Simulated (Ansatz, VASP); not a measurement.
**One calculation of WS2, two programs**

```
CELL_PARAMETERS angstrom
3.57820 0.00000 0.00000
-1.78910 3.09881 0.00000
0.00000 0.00000 5.77238
ATOMIC_POSITIONS crystal
W 0.00000 0.00000 0.00000
S 0.33333 0.66667 0.25200
S 0.66667 0.33333 0.74800
```

Alike in both runs: task single point; functional r2SCAN; k mesh 6 × 6 × 4; occupations gaussian, width 0.05 eV; collinear spin.

```csv
,VASP,Ansatz
version,VASP 6.6.1,Ansatz 0.2.0
potentials or method,"VASP PAW PBE potentials, release 64 (W_sv, S), cutoff 520 eV","scalar-relativistic, plane waves, PAW"
valence electrons in the cell,26,26
```

Ansatz gave:

| Quantity | Value |
| --- | --- |
| gap on the k mesh at the Fermi level (eV) | none |
| pressure (GPa) | -15.5 |
| traceless stress, the component that is largest in VASP (GPa) | 8.04 |
| rms of the force components (eV/Å) | 0.530 |
| net moment per atom (μB) | 0.02 |
| size of the moment on the site where the two differ most (μB) | 0.05 |

Task: Estimate VASP's values.

Result: gap on the k mesh at the Fermi level (eV): none; pressure (GPa): -15.5; traceless stress, the component that is largest in VASP (GPa): 8.04; rms of the force components (eV/Å): 0.527; net moment per atom (μB): 0.02; size of the moment on the site where the two differ most (μB): 0.06.

VASP's potentials were made for PBE, not for r2SCAN. Site moments also hang on the region over which each program counts them. Atom by atom the forces differ by 0.003 eV/Å (rms over components). A gap of «none» marks a metal or a gap that the smearing closes. Ansatz's warnings: seeded moment not kept, stability check not made.

Neither program's run includes spin-orbit coupling.
